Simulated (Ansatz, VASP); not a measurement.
## One calculation of C, two programs

INCAR

```
SYSTEM = C
PREC = Accurate
ENCUT = 600
EDIFF = 1E-6
ISMEAR = 0
SIGMA = 0.05
LREAL = .FALSE.
LASPH = .TRUE.
NELM = 120
ALGO = Normal
ISIF = 2
LWAVE = .FALSE.
LCHARG = .FALSE.
GGA = PE
NBANDS = 11
GGA_COMPAT = .FALSE.
```

The input KPOINTS:

```
Automatic mesh
0
G
  10 10 10
  0 0 0
```

File POSCAR:

```
C
1.0
    0.0000000000      1.7833700000      1.7833700000
    1.7833700000      0.0000000000      1.7833700000
    1.7833700000      1.7833700000      0.0000000000
C
2
Direct
    0.0000000000      0.0000000000      0.0000000000
    0.2500000000      0.2500000000      0.2500000000
```

Input for Ansatz:

```yaml
crystal:
  lattice:
    - [0.0, 1.78337, 1.78337]
    - [1.78337, 0.0, 1.78337]
    - [1.78337, 1.78337, 0.0]
  atoms:
    - { symbol: C, position: [0.0, 0.0, 0.0] }
    - { symbol: C, position: [0.25, 0.25, 0.25] }
basis:
  ecutwfc: 420
  ecutrho_ratio: 4
kpoints:
  mp_grid: { grid: [10, 10, 10] }
hamiltonian:
  xc: pbe
scf:
  occupations: { method: gaussian, width: 0.05 }
output:
  forces: true
  stress: true
  eigenvalues: true
```

Alike in both runs: task single point; functional PBE; k mesh 10 × 10 × 10; occupations gaussian, width 0.05 eV; no spin polarisation.

```csv
,VASP,Ansatz
version,VASP 6.6.1,Ansatz 0.2.0
potentials or method,"VASP PAW PBE potentials, release 64 (C), cutoff 600 eV","scalar-relativistic, plane waves, PAW"
valence electrons in the cell,8,8
```

```csv
,VASP,Ansatz,Ansatz less VASP
gap on the k mesh at the Fermi level (eV),4.17,4.18,+0.008
least direct gap on the mesh (eV),5.59,5.59,+0.004
pressure (GPa),1.8,1.8,-0.01
```
